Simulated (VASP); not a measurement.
Runs of VASP 6.6.1 on BN (Qingsongite). The structure is that of space group F-43m (No. 216), or close to it. The cells are those of the table. 

```csv
level,cell,k mesh,smearing,grid for exact exchange (PRECFOCK),screening parameter,gap on the mesh (eV),pressure (GPa)
r2SCAN,"a = 2.601 Å, angles 60.0°, 2 atoms",12 × 12 × 12,gaussian 0.01 eV,-,-,4.91,-19.1
HSE06,"a = 2.601 Å, angles 60.0°, 2 atoms",8 × 8 × 8,gaussian 0.01 eV,Normal,0.2079 1/Å,(a),-23.9
r2SCAN,"a = 2.516, b = 2.516, c = 2.478 Å, angles 60.5, 60.5, 59.0°, 2 atoms",12 × 12 × 12,gaussian 0.01 eV,-,-,4.76,27.0
PBE,"a = 2.516, b = 2.516, c = 2.478 Å, angles 60.5, 60.5, 59.0°, 2 atoms",12 × 12 × 12,fermi-dirac 0.02 eV,-,-,4.24,30.7
PBE,"a = 2.601 Å, angles 60.0°, 2 atoms",12 × 12 × 12,fermi-dirac 0.02 eV,-,-,4.40,(b)
```

Alike in all rows: task single point; potentials or basis VASP PAW PBE potentials, release 64 (B, N); no spin polarisation; cutoff (eV) 520.

**Question.** Fill in the values left out.

**Answer.** (a) 5.70; (b) -15.0.

Caveats: the PAW data sets were made with another functional, which shifts forces and pressure a little (some runs).

A k mesh can miss the band edges.
